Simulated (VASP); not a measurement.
Crystal: SiS3.

```xyz
4
Lattice="-2.0622 2.0622 4.6064 2.0622 -2.0622 4.6064 2.0622 2.0622 -4.6064" Properties=species:S:1:pos:R:3 pbc="T T T"
Si    0.0000    0.0000    0.0000
S     0.0000    0.0000    4.6064
S     2.0622    0.0000    2.3032
S     0.0000    2.0622    2.3032
```

| Quantity | Value |
| --- | --- |
| Program | VASP 6.6.1 |
| Task | relaxation of cell and atoms |
| Functional | PBE |
| Potentials or basis | VASP PAW PBE potentials, release 64 (Si, S) |
| Cutoff | 600 eV |
| k mesh | 6 × 6 × 6 |
| Occupations | gaussian, width 0.1 eV |
| Spin | no spin polarisation |

At the start: pressure -9.1 GPa; volume 19.59 Å³/atom.

Q: Where does the relaxation end?

A: Over 20 steps the energy falls by 559.6 meV/atom and the volume is 19.28 Å³/atom (-1.6 %); space group I4/mmm (No. 139, to 0.05 Å).

The path:
| step | energy change (eV) | largest force (eV/Å) | pressure (GPa) | volume (Å³) |
| --- | --- | --- | --- | --- |
| 1 | 0.0000 | 0.0000 | -9.14 | 78.35 |
| 2 | -0.6824 | 0.0000 | -1.32 | 66.26 |
| 3 | -0.7522 | 0.0000 | 2.90 | 62.67 |
| 4 | -1.1590 | 0.0000 | 4.79 | 61.73 |
| 5 | -1.1606 | 0.0000 | 26.86 | 56.68 |
| 6 | -1.3811 | 0.0000 | 8.25 | 60.38 |
| 7 | -1.5222 | 0.0000 | 14.71 | 58.69 |
| 8 | -1.4548 | 0.0000 | 19.64 | 57.73 |
| 9 | -1.5139 | 0.0000 | 16.75 | 58.25 |
| 10 | -1.6695 | 0.0000 | 15.69 | 59.82 |
| 11 | -1.7431 | 0.0000 | 15.24 | 61.87 |
| 12 | -1.9695 | 0.0000 | 9.81 | 64.71 |
| 13 | -2.1904 | 0.0000 | 2.27 | 70.77 |
| 14 | -2.2063 | 0.0000 | 0.46 | 72.78 |
| 15 | -2.2068 | 0.0000 | 0.13 | 73.19 |
| 16 | -2.2130 | 0.0000 | 0.13 | 73.53 |
| 17 | -2.2270 | 0.0000 | 0.16 | 74.54 |
| 18 | -2.2377 | 0.0000 | 0.33 | 76.54 |
| 19 | -2.2378 | 0.0000 | 0.34 | 76.62 |
| 20 | -2.2383 | 0.0000 | 0.02 | 77.14 |

Final structure:
```
Si S
1.0
    -1.71038    1.71038    6.59187
     1.71038   -1.71038    6.59187
     1.71038    1.71038   -6.59187
Si S
1 3
Cartesian
  0.0000 0.0000 0.0000
  0.0000 0.0000 6.5919
  1.7104 0.0000 3.2959
  0.0000 1.7104 3.2959
```
